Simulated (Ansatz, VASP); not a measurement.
# One calculation of PbI2, two programs

The input INCAR:

```
  ALGO = Normal
  EDIFF = 1E-6
  ENCUT = 500
  GGA = CA
  GGA_COMPAT = F
  ISIF = 2
  ISMEAR = 0
  LASPH = T
  LCHARG = F
  LREAL = F
  LWAVE = F
  NBANDS = 21
  NELM = 120
  PREC = Accurate
  SIGMA = 0.05
```

File KPOINTS:

```
k-points
0
Gamma
  9 9 6
```

The input POSCAR:

```
PbI2
1.0
    4.6174068962      0.0000000000      0.0000000000
   -2.3087034481      3.9987916717      0.0000000000
    0.0000000000      0.0000000000      6.7896837317
Pb I
1 2
Direct
    0.0000000000      0.0000000000      0.0000000000
    0.3333333333      0.6666666667      0.2650000000
    0.6666666667      0.3333333333      0.7350000000
```

Input for Ansatz:

```yaml
crystal:
  lattice:
    - [4.6174068962, 0.0, 0.0]
    - [-2.3087034481, 3.9987916717, 0.0]
    - [0.0, 0.0, 6.7896837317]
  atoms:
    - { symbol: Pb, position: [0.0, 0.0, 0.0] }
    - { symbol: I, position: [0.3333333333, 0.6666666667, 0.265] }
    - { symbol: I, position: [0.6666666667, 0.3333333333, 0.735] }
basis:
  ecutwfc: 420
kpoints:
  mp_grid: { grid: [9, 9, 6] }
hamiltonian:
  xc: lda
scf:
  occupations: { method: gaussian, width: 0.05 }
output:
  forces: true
  stress: true
  eigenvalues: true
```

Alike in both runs: task single point; functional LDA; k mesh 9 × 9 × 6; occupations gaussian, width 0.05 eV; no spin polarisation.

|  | VASP | Ansatz |
| --- | --- | --- |
| version | VASP 6.6.1 | Ansatz 0.2.0 |
| potentials or method | VASP PAW LDA potentials, release 64 (Pb_d, I), cutoff 500 eV | scalar-relativistic, plane waves, PAW |
| valence electrons in the cell | 28 | 48 |

VASP gave:

- gap on the k mesh at the Fermi level (eV): 1.94
- least direct gap on the mesh (eV): 1.98
- pressure (GPa): -1.0
- traceless stress, the component that is largest in VASP (GPa): 0.37
- rms of the force components (eV/Å): 0.010

Problem. Which values does Ansatz return?

Solution. gap on the k mesh at the Fermi level (eV): 1.95; least direct gap on the mesh (eV): 1.99; pressure (GPa): -1.1; traceless stress, the component that is largest in VASP (GPa): 0.37; rms of the force components (eV/Å): 0.016.

LDA's correlation is that of Perdew and Zunger in VASP and of Perdew and Wang (1992) in Ansatz. Atom by atom the forces differ by 0.006 eV/Å (rms over components). VASP's potentials hold 28 valence electrons a cell and Ansatz's 48, so a difference there can come from the potentials and not from the codes.

Neither program's run includes spin-orbit coupling.
